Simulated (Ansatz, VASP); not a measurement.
## Au in VASP and in Ansatz

```
Au
1.0
    -1.63761    1.63761    1.63761
     1.63761   -1.63761    1.63761
     1.63761    1.63761   -1.63761
Au
1
Direct
  0.00000 0.00000 0.00000
```

Alike in both runs: functional r2SCAN; k mesh 18 × 18 × 18; occupations gaussian, width 0.1 eV; no spin polarisation.

Ansatz relaxed the structure, and its values are those at the end. VASP's run is a single point on that final structure, the one shown.

|  | VASP | Ansatz |
| --- | --- | --- |
| version | VASP 6.6.1 | Ansatz 0.2.0 |
| potentials or method | VASP PAW PBE potentials, release 64 (Au), cutoff 520 eV | scalar-relativistic, plane waves, PAW |
| valence electrons in the cell | 11 | 19 |

Ansatz gave:

| Property | Result |
| --- | --- |
| gap on the k mesh at the Fermi level (eV) | none |
| pressure (GPa) | 0.0 |

Question: Which values does VASP return?

Answer: gap on the k mesh at the Fermi level (eV): none; pressure (GPa): 0.3.

VASP's potentials were made for PBE, not for r2SCAN. A gap of «none» marks a metal or a gap that the smearing closes. The functional is the same, so the differences come from potentials, cutoffs and numerics. VASP's potentials hold 11 valence electrons a cell and Ansatz's 19, so a difference there can come from the potentials and not from the codes.

Neither program's run includes spin-orbit coupling.
